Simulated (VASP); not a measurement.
Set up this calculation in VASP 6.6.1, as the native input.

```yaml
Task: relaxation of cell and atoms
Functional: RPBE
Dispersion: D3(BJ)
Potentials_or_basis: VASP PAW PBE potentials, release 64 (W_sv)
Cutoff: 600 eV
k_mesh: 12 × 12 × 12
Occupations: fermi-dirac, width 0.05 eV
Spin: no spin polarisation
Dipole_correction: no
Further_INCAR_settings: ALGO = Fast; EDIFF = 1e-06; IBRION = 2; EDIFFG = -0.01; NSW = 60; ISIF = 3
```

The structure of W lies in POSCAR:

```
W
1.0
   -1.5823450000      1.5823450000      1.5823450000
    1.5823450000     -1.5823450000      1.5823450000
    1.5823450000      1.5823450000     -1.5823450000
W
1
Direct
    0.0000000000      0.0000000000      0.0000000000
```

These files were run (other wordings do the same):

INCAR

```
PREC = Accurate
ENCUT = 600
EDIFF = 1E-6
ISMEAR = -1
SIGMA = 0.05
LREAL = F
LASPH = T
NELM = 60
ALGO = Fast
ISIF = 3
LWAVE = F
LCHARG = F
GGA = RP
IVDW = 12
IBRION = 2
NSW = 60
EDIFFG = -0.01
```

KPOINTS

```
Automatic mesh
0
Gamma
  12 12 12
```

Potentials or basis: VASP PAW PBE potentials, release 64 (W_sv).

Command:

```sh
$ cat potpaw_PBE.64/W_sv/POTCAR > POTCAR
$ mpirun -np 1 vasp_std > vasp.out
```

Results of the run:

```
Relaxed volume                         : 14.11 Å³/atom
Relaxed cell                           : a = 2.637 Å, b = 2.637 Å, c = 2.637 Å, α = 109.47°, β = 109.47°, γ = 109.47°
Space group after relaxing (to 0.05 Å) : Im-3m (No. 229)
Energy gained by relaxing              : 225.2 meV/atom
Ionic steps                            : 8
Pressure after relaxing                : 0.0 GPa
Band gap on the k mesh                 : zero (band 7 reaches 19.37 eV, above the bottom of band 8 at 11.86 eV)
Dispersion energy per atom             : -5.383 eV
```

Caveat: the PAW data sets were made with another functional, which shifts forces and pressure a little; spin-orbit coupling is left out, which moves the levels of the heavy elements; the volume moved by -11 % from the deposited cell, more than functionals usually miss; pairwise dispersion overbinds metals, which lowers pressure and volume.

It took 31 s on 1 thread of Intel(R) Xeon(R) 6975P-C (Granite Rapids), with other jobs on the host, peak memory 0.17 GiB.
